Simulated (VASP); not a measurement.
Here is a VASP 6.6.1 calculation.

INCAR

```
PREC = Accurate
ENCUT = 520
EDIFF = 1E-6
ISMEAR = -1
SIGMA = 0.0311
LREAL = False
LASPH = True
NELM = 100
ALGO = Normal
ISIF = 2
LWAVE = False
LCHARG = True
GGA = PE
LELF = True
LVHAR = True
NBANDS = 39
```

The input KPOINTS:

```
Automatic mesh
0
Gamma
  3 3 3
```

POSCAR

```
CdTe6Pd
1.0
    6.7461820000      0.0000000000      0.0000000000
   -3.3730910000      5.8423660000      0.0000000000
   -3.3730910000      1.9474550000      6.3699230000
Te Cd Pd
6 1 1
Direct
    0.2500000000      0.0830000000      0.7510000000
    0.9170000000      0.4160000000      0.7510000000
    0.5840000000      0.7500000000      0.7510000000
    0.7500000000      0.9170000000      0.2490000000
    0.0830000000      0.5840000000      0.2490000000
    0.4160000000      0.2500000000      0.2490000000
    0.5000000000      0.5000000000      0.5000000000
    0.0000000000      0.0000000000      0.0000000000
```

Potentials or basis: VASP PAW PBE potentials, release 64 (Te, Cd, Pd).

Command:

```bash
$ cat potpaw_PBE.64/Te/POTCAR potpaw_PBE.64/Cd/POTCAR potpaw_PBE.64/Pd/POTCAR > POTCAR
$ mpirun -np 1 vasp_std > vasp.out
```

**Question.** Estimate the pressure.

**Answer.** -0.2 GPa.

**Question.** What does it give for the band gap on the k mesh?

**Answer.** Zero (band 29 reaches 5.41 eV, above the bottom of band 30 at 4.95 eV).

**Question.** Estimate the largest force.

**Answer.** 1.363 eV/Å.

Forces on the atoms (eV/Å):
```
Te  -0.383 -1.103  0.704
Te   1.147  0.220  0.704
Te  -0.764  0.883  0.704
Te   0.383  1.103 -0.704
Te  -1.147 -0.220 -0.704
Te   0.764 -0.883 -0.704
Cd   0.000  0.000  0.000
Pd   0.000  0.000  0.000
```

Caveat: the k points lie up to 0.37 Å⁻¹ apart; spin-orbit coupling is left out, which moves the levels of the heavy elements; forces of over 1 eV/Å act on the atoms, so gaps and moduli don't describe the material at rest.
